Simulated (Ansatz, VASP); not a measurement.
## TiAl3: VASP beside Ansatz

```
Ti Al
1.0
    -1.92376    1.92376    4.30902
     1.92376   -1.92376    4.30902
     1.92376    1.92376   -4.30902
Ti Al
1 3
Direct
  0.00000 0.00000 0.00000
  0.25000 0.75000 0.50000
  0.75000 0.25000 0.50000
  0.50000 0.50000 0.00000
```

Change from the starting cell: volume scaled by 1.02.

Alike in both runs: task single point; functional PBE; k mesh 10 × 10 × 10; occupations fermi-dirac, width 0.05 eV; no spin polarisation.

|  | VASP | Ansatz |
| --- | --- | --- |
| version | VASP 6.6.1 | Ansatz 0.2.0 |
| potentials or method | VASP PAW PBE potentials, release 64 (Ti_sv, Al), cutoff 520 eV | all-electron LAPW, scalar-relativistic |

```csv
,VASP,Ansatz,Ansatz less VASP
gap on the k mesh at the Fermi level (eV),none,none,-
pressure (GPa),-0.2,-0.1,+0.06
```

A gap of «none» marks a metal or a gap that the smearing closes. Ansatz ran all-electron here, and VASP with PAW potentials.
